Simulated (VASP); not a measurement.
A run of VASP 6.6.1 is set up as follows.

The input INCAR:

```
PREC = Accurate
ENCUT = 520
EDIFF = 1E-7
ISMEAR = 0
SIGMA = 0.1
LREAL = False
LASPH = True
NELM = 60
ALGO = Normal
ISIF = 2
LWAVE = False
LCHARG = False
GGA = PE
NBANDS = 26
```

Contents of KPOINTS:

```
regular mesh
0
Gamma
  6 6 4
```

The input POSCAR:

```
Be2CdS3
1.0
    5.5373398887     -0.0000000032      0.0000000000
   -2.7686699416      4.7954770146      0.0000000000
    0.0000000000      0.0000000000      4.2232262681
Be Cd S
2 1 3
Direct
    0.6666666667      0.3333333333      0.0000000000
    0.6666666667      0.3333333333      0.5000000000
    0.0000000000      0.0000000000      0.0000000000
    0.1823785388      0.8176214612      0.5000000000
    0.1823785388      0.3647570776      0.5000000000
    0.6352429224      0.8176214612      0.5000000000
```

Potentials or basis: VASP PAW PBE potentials, release 64 (Be, Cd, S).

The run is started by

```sh
$ cat potpaw_PBE.64/Be/POTCAR potpaw_PBE.64/Cd/POTCAR potpaw_PBE.64/S/POTCAR > POTCAR
$ mpirun -np 1 vasp_std > vasp.out
```

Q: Estimate the largest force.

A: 0.053 eV/Å.

Q: What does it give for the band gap on the k mesh?

A: Zero (band 17 reaches 4.76 eV, above the bottom of band 18 at 3.53 eV).

Forces on the atoms (eV/Å):
```
Be   0.000  0.000  0.000
Be   0.000  0.000  0.000
Cd   0.000  0.000  0.000
S    0.046 -0.027  0.000
S    0.000  0.053  0.000
S   -0.046 -0.027  0.000
```

Caveat: the k points lie up to 0.37 Å⁻¹ apart.
